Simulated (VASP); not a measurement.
# Pd (I4/mmm) in VASP: further runs

The runs below take Pd through single point, with PBE.

All numbers are computed with VASP 6.6.1; they aren't measurements. Logs are shortened: lines on timing, memory, paths and dates and some standing lists are left out, and cuts for length are marked.

## (1) The cell of the first run

It takes space group I4/mmm (No. 139, tetragonal). Conventional cell: a = 2.819 Å, b = 2.819 Å, c = 3.890 Å, α = 90.00°, β = 90.00°, γ = 90.00°. Within 3.7 Å of Pd (site symmetry 4/mmm) lie 12 Pd at 2.79 to 2.82 Å.

## (2) Single point, PBE (strain +0.025 along x and y, +0.000 along z)

Input file INCAR:

```
SYSTEM = Pd
PREC = Accurate
ENCUT = 520
EDIFF = 1E-6
ISMEAR = 0
SIGMA = 0.15
LREAL = .False.
LASPH = .True.
NELM = 100
ALGO = Normal
ISIF = 2
LWAVE = .False.
LCHARG = .False.
GGA = PE
NBANDS = 11
```

Input file KPOINTS:

```
Automatic mesh
0
Gamma
  20 20 20
  0 0 0
```

Input file POSCAR:

```
Pd
1.0
    0.0000000000      1.9935225000      1.9449000000
    1.9935225000      0.0000000000      1.9449000000
    1.9935225000      1.9935225000      0.0000000000
Pd
1
Direct
    0.0000000000      0.0000000000      0.0000000000
```

Potentials or basis: VASP PAW PBE potentials, release 64 (Pd).

On the command line:

```console
> cat potpaw_PBE.64/Pd/POTCAR > POTCAR
> mpirun -np 1 vasp_std > vasp.out
```

OUTCAR:

```text
SYSTEM = Pd
   PREC = Accurate
   ENCUT = 520
   EDIFF = 1E-6
   ISMEAR = 0
   LREAL = .False.
   LASPH = .True.
   NELM = 100
   ISIF = 2
   GGA = PE

 ion  position               nearest neighbor table
   1  0.000  0.000  0.000-

  LATTYP: Found a body centered tetragonal cell.
 ALAT       =     2.8192665564
 C/A-ratio  =     1.3797205487

  Lattice vectors:

 A1 = (   0.0000000000,  -1.9935225000,  -1.9449000000)
 A2 = (   0.0000000000,   1.9935225000,  -1.9449000000)
 A3 = (   1.9935225000,   0.0000000000,   1.9449000000)

Analysis of symmetry for initial positions (statically):
=====================================================================
 Subroutine PRICEL returns:
 Original cell was already a primitive cell.

 Routine SETGRP: Setting up the symmetry group for a
 body centered tetragonal supercell.

 Subroutine GETGRP returns: Found 16 space group operations
 (whereof 16 operations were pure point group operations)
 out of a pool of 16 trial point group operations.

The static configuration has the point symmetry D_4h.

Analysis of symmetry for dynamics (positions and initial velocities):
=====================================================================
 Subroutine PRICEL returns:
 Original cell was already a primitive cell.

 Routine SETGRP: Setting up the symmetry group for a
 body centered tetragonal supercell.

 Subroutine GETGRP returns: Found 16 space group operations
 (whereof 16 operations were pure point group operations)
 out of a pool of 16 trial point group operations.

The dynamic configuration has the point symmetry D_4h.

 Subroutine INISYM returns: Found 16 space group operations
 (whereof 16 operations are pure point group operations),
 and found     1 'primitive' translations

----------------------------------------------------------------------------------------

                                     Primitive cell

  volume of cell :      15.4586

  direct lattice vectors                    reciprocal lattice vectors
     0.000000000  1.993522500  1.944900000    -0.250812318  0.250812318  0.257082626
     1.993522500  0.000000000  1.944900000     0.250812318 -0.250812318  0.257082626
     1.993522500  1.993522500  0.000000000     0.250812318  0.250812318 -0.257082626

  length of vectors
     2.785097479  2.785097479  2.819266556     0.438069760  0.438069760  0.438069760

  position of ions in fractional coordinates (direct lattice)
     0.000000000  0.000000000  0.000000000

  ion indices of the primitive-cell ions
   primitive index   ion index
                 1           1

----------------------------------------------------------------------------------------

 KPOINTS: Automatic mesh

Automatic generation of k-mesh.
 Grid dimensions read from file:
 generate k-points for:   20   20   20

 Generating k-lattice:

  Cartesian coordinates                     Fractional coordinates (reciprocal lattice)
    -0.012540616  0.012540616  0.012854131     0.050000000  0.000000000  0.000000000
     0.012540616 -0.012540616  0.012854131     0.000000000  0.050000000  0.000000000
     0.012540616  0.012540616 -0.012854131    -0.000000000 -0.000000000  0.050000000

  Length of vectors
     0.021903488  0.021903488  0.021903488

  Shift w.r.t. Gamma in fractional coordinates (k-lattice)
     0.000000000  0.000000000  0.000000000

 Subroutine IBZKPT returns following result:
 ===========================================

 Found    641 irreducible k-points:

 Following reciprocal coordinates:
            Coordinates               Weight
  0.000000  0.000000  0.000000      1.000000
  0.050000 -0.000000  0.000000      8.000000
  0.100000 -0.000000  0.000000      8.000000
  0.150000  0.000000  0.000000      8.000000
  0.200000 -0.000000  0.000000      8.000000
  0.250000 -0.000000  0.000000      8.000000
[... 16 lines left out ...]
 -0.400000  0.050000  0.000000      8.000000
 -0.350000  0.050000  0.000000      8.000000
 [... further k-points ...]
   k-points           NKPTS =    641   k-points in BZ     NKDIM =    641   number of bands    NBANDS=     11
   number of dos      NEDOS =    301   number of ions     NIONS =      1
   total plane-waves  NPLWV =  13824
   dimension x,y,z NGX =    24 NGY =   24 NGZ =   24
   dimension x,y,z NGXF=    48 NGYF=   48 NGZF=   48
   ions per type =               1
   NGX,Y,Z   is equivalent  to a cutoff of  14.33, 14.33, 14.15 a.u.
   NGXF,Y,Z  is equivalent  to a cutoff of  28.65, 28.65, 28.30 a.u.
 SYSTEM =  Pd
   PREC   = accura    normal or accurate (medium, high low for compatibility)
   ISTART =      0    job   : 0-new  1-cont  2-samecut
   ICHARG =      2    charge: 1-file 2-atom 10-const
   ISPIN  =      1    spin polarized calculation?
   LNONCOLLINEAR =      F non collinear calculations
   LSORBIT =      F    spin-orbit coupling
   LASPH  =      T    aspherical Exc in radial PAW
   ENCUT  =  520.0 eV  38.22 Ry    6.18 a.u.   5.18  5.18  5.24*2*pi/ulx,y,z
   NELM   =    100;   NELMIN=  2; NELMDL= -5     # of ELM steps
   EDIFF  = 0.1E-05   stopping-criterion for ELM
   LREAL  =      F    real-space projection
   EDIFFG = 0.1E-04   stopping-criterion for IOM
   NSW    =      0    number of steps for IOM
   IBRION =     -1    ionic relax: 0-MD 1-quasi-New 2-CG
   NFREE  =      0    steps in history (QN), initial steepest desc. (CG)
   ISIF   =      2    stress and relaxation
   ISYM   =      2    0-nonsym 1-usesym 2-fastsym
   POTIM  = 0.5000    time-step for ionic-motion
   TEBEG  =    0.0;   TEEND  =   0.0 temperature during run
   PSTRESS=    0.0 pullay stress
   NELECT =      10.0000    total number of electrons
   NUPDOWN=      -1.0000    fix difference up-down
   EMIN   =  10.00;   EMAX   =-10.00  energy-range for DOS
   EFERMI =   0.00;   METHOD = LEGACY
   ISMEAR =     0;   SIGMA  =   0.15  broadening in eV -4-tet -1-fermi 0-gaus
   EFERMI_NEDOS =   21; number of points for ismear=-14 and -15
   IALGO  =     38    algorithm
   IMIX   =      4    mixing-type and parameters
     AMIX     =   0.40;   BMIX     =  1.00
     AMIX_MAG =   1.60;   BMIX_MAG =  1.00
  volume/ion in A,a.u.               =      15.46       104.32
  Fermi-wavevector in a.u.,A,eV,Ry     =   1.415853  2.675575 27.274798  2.004641
  Thomas-Fermi vector in A             =   2.537249
   LORBIT       =      0    0 simple, 1 ext, 2 COOP (PROOUT), +10 PAW based schemes
   GGA     = PE    functional components
   LHFCALC =     F    Hartree Fock is set to
   AEXX    =    0.0000 exact exchange contribution
   IVDW    =     0    specifies the selected vdW correction
   LEPSILON=     F    determine dielectric tensor
   LRPA    =     F    only Hartree local field effects (RPA)
 non-spin polarized calculation
 Gauss-broadening in eV      SIGMA  =   0.15
  energy-cutoff  :      520.00
  volume of cell :       15.46
 maximum number of plane-waves:       436
 NGX is ok and might be reduce to    24
   NGX = 11   NGY = 11   NGZ = 11

 number of electron      10.0000000 magnetization

 number of electron       9.9999999 magnetization

 Free energy of the ion-electron system (eV)
  ---------------------------------------------------
  ext. energy  EPLUGINS =         0.00000000
  ---------------------------------------------------
  free energy    TOTEN  =        -5.22812241 eV

  energy without entropy =       -5.19919473  energy(sigma->0) =       -5.21365857

 E-fermi :   9.0048     XC(G=0): -12.8945

 val. band max:        9.0019825397   @ k =  -0.2500   0.3500   0.2500
 cond. band min:       9.0054542322   @ k =   0.3500   0.2000   0.1500
 fundamental gap:      0.0034716926
 Fermi energy:         9.0048115426

 k-point     1 :       0.0000    0.0000    0.0000
  band No.  band energies     occupation
      1       2.2289      2.00000
      2       6.3061      2.00000
      3       6.3061      2.00000
      4       6.5193      2.00000
      5       7.7536      2.00000
      6       7.9701      2.00000
      7      26.1810      0.00000
      8      30.5017      0.00000
      9      30.5017      0.00000
     10      31.0450      0.00000
     11      35.3285      0.00000

 k-point     2 :       0.0500   -0.0000    0.0000
  band No.  band energies     occupation
      1       2.3165      2.00000
      2       6.2950      2.00000
      3       6.3360      2.00000
      4       6.5299      2.00000
      5       7.7419      2.00000
      6       7.9537      2.00000
      7      26.2661      0.00000
      8      30.0006      0.00000
      9      30.5952      0.00000
     10      31.0034      0.00000
     11      35.4556      0.00000

 k-point     3 :       0.1000   -0.0000    0.0000
  band No.  band energies     occupation
      1       2.5719      2.00000
      2       6.2440      2.00000
      3       6.4153      2.00000
      4       6.5831      2.00000
      5       7.7179      2.00000
      6       7.9141      2.00000
      7      26.4559      0.00000
      8      28.7114      0.00000
      9      30.8623      0.00000
     10      31.2204      0.00000
     11      35.8379      0.00000

 k-point     4 :       0.1500    0.0000    0.0000
  band No.  band energies     occupation
      1       2.9688      2.00000
      2       6.1708      2.00000
      3       6.5108      2.00000
      4       6.6723      2.00000
      5       7.7171      2.00000
      6       7.8821      2.00000
      7      26.2969      0.00000
      8      27.5330      0.00000
      9      31.2586      0.00000
     10      31.5928      0.00000
     11      34.9865      0.00000
[... 239 lines left out ...]
 k-point    22 :      -0.4500    0.0500    0.0000
  band No.  band energies     occupation
      1       4.1364      2.00000
      2       6.2877      2.00000
      3       6.4000      2.00000
      4       8.5337      1.99999
      5       8.9465      1.41738
      6      10.3991      0.00000
      7      16.2431      0.00000
      8      25.6051      0.00000
      9      29.3720      0.00000
     10      29.4444      0.00000
     11      35.4514      0.00000

 k-point    23 :      -0.4000    0.0500    0.0000
  band No.  band energies     occupation
      1       4.1716      2.00000
      2       6.3275      2.00000
      3       6.4504      2.00000
      4       8.2985      2.00000
      5       8.7514      1.98312
      6       9.7173      0.00000
      7      17.3894      0.00000
      8      25.8048      0.00000
      9      29.4434      0.00000
     10      30.0875      0.00000
     11      35.2486      0.00000

 k-point    24 :      -0.3500    0.0500    0.0000
  band No.  band energies     occupation
      1       4.2121      2.00000
      2       6.4006      2.00000
      3       6.5315      2.00000
      4       7.7236      2.00000
      5       8.4746      2.00000
      6       9.0900      0.42187
      7      18.9890      0.00000
      8      26.1487      0.00000
      9      29.7470      0.00000
     10      31.0314      0.00000
     11      34.8754      0.00000

 [... further k-points ...]

------------------------ aborting loop because EDIFF is reached ----------------------------------------

  FORCE on cell =-STRESS in cart. coord.  units (eV):
  Direction    XX          YY          ZZ          XY          YZ          ZX
  --------------------------------------------------------------------------------------
  -------------------------------------------------------------------------------------
  Total       -0.1873808     -0.1873808     -0.0905455      0.0000000     -0.0000000     -0.0000000
  in kB      -19.4207518    -19.4207518     -9.3844279      0.0000000     -0.0000000     -0.0000000
  external PRESSURE =     -16.0753105 kB  Pullay stress =       0.0000000 kB

 VOLUME and BASIS-vectors are now :
 -----------------------------------------------------------------------------
  energy-cutoff  :      520.00
  volume of cell :       15.46
      direct lattice vectors                 reciprocal lattice vectors
     0.000000000  1.993522500  1.944900000    -0.250812318  0.250812318  0.257082626
     1.993522500  0.000000000  1.944900000     0.250812318 -0.250812318  0.257082626
     1.993522500  1.993522500  0.000000000     0.250812318  0.250812318 -0.257082626

 POSITION                                       TOTAL-FORCE (eV/Angst)
 -----------------------------------------------------------------------------------
      0.00000      0.00000      0.00000         0.000000      0.000000      0.000000
 -----------------------------------------------------------------------------------
    total drift:                                0.000000     -0.000000     -0.000000

  FREE ENERGIE OF THE ION-ELECTRON SYSTEM (eV)
  ---------------------------------------------------
  free  energy   TOTEN  =        -5.2281224090 eV

  energy  without entropy=       -5.1991947306  energy(sigma->0) =       -5.21365857
```

It took 2.5 min on 1 thread of AMD EPYC 7R43 (Zen 3), shared host; peak memory 0.2 GiB.

What came out:

```
Free energy            : -5.2281 eV
Pressure               : -1.6 GPa
Band gap on the k mesh : zero (band 5 reaches 9.33 eV, above the bottom of band 6 at 7.83 eV)
```

Caveat: the cell differs from its parent crystal (strain +0.025 along x and y, +0.000 along z).

## (3) Single point, PBE (strain +0.025 along x and y, +0.050 along z)

Input file INCAR:

```
SYSTEM = Pd
  PREC = Accurate
  ENCUT = 520
  EDIFF = 1E-6
  ISMEAR = 0
  SIGMA = 0.15
  LREAL = .FALSE.
  LASPH = .TRUE.
  NELM = 80
  ALGO = Normal
  ISIF = 2
  LWAVE = .FALSE.
  LCHARG = .FALSE.
  GGA = PE
  NBANDS = 11
```

Input file KPOINTS:

```
Automatic mesh
0
G
  20 20 20
  0 0 0
```

Input file POSCAR:

```
Pd
1.0
    0.0000000000      1.9935225000      2.0421450000
    1.9935225000      0.0000000000      2.0421450000
    1.9935225000      1.9935225000      0.0000000000
Pd
1
Direct
    0.0000000000      0.0000000000      0.0000000000
```

Potentials or basis: VASP PAW PBE potentials, release 64 (Pd).

On the command line:

```console
> cat potpaw_PBE.64/Pd/POTCAR > POTCAR
> mpirun -np 1 vasp_std > vasp.out
```

It took 2.6 min on 1 thread of AMD EPYC 7R43 (Zen 3), shared host; peak memory 0.2 GiB.

The run converged. Its results:

```yaml
Free_energy: -5.2035 eV
Pressure: -8.3 GPa
Band_gap_on_the_k_mesh: zero (band 5 reaches 8.56 eV, above the bottom of band 6 at 7.14 eV)
```

Stress tensor (GPa, compression positive):
```
-8.02  0.00  0.00
 0.00 -8.02  0.00
 0.00  0.00 -8.98
```

Levels at points of the mesh, in eV from the Fermi level:
| k point | band 3 | band 4 | band 5 | band 6 | band 7 | band 8 |
| --- | --- | --- | --- | --- | --- | --- |
| (0.00, 0.00, 0.00) | -2.36 | -2.36 | -1.16 | -0.96 | 17.11 | 21.03 |
| (0.50, 0.00, 0.00) | -2.37 | -0.07 | 0.01 | 1.23 | 6.60 | 16.41 |
| (0.50, 0.50, 0.00) | -0.05 | 0.23 | 0.23 | 3.08 | 9.42 | 12.98 |
| (0.50, 0.00, 0.50) | -0.06 | 0.17 | 0.31 | 3.51 | 10.03 | 12.51 |

Caveat: the cell differs from its parent crystal (strain +0.025 along x and y, +0.050 along z).
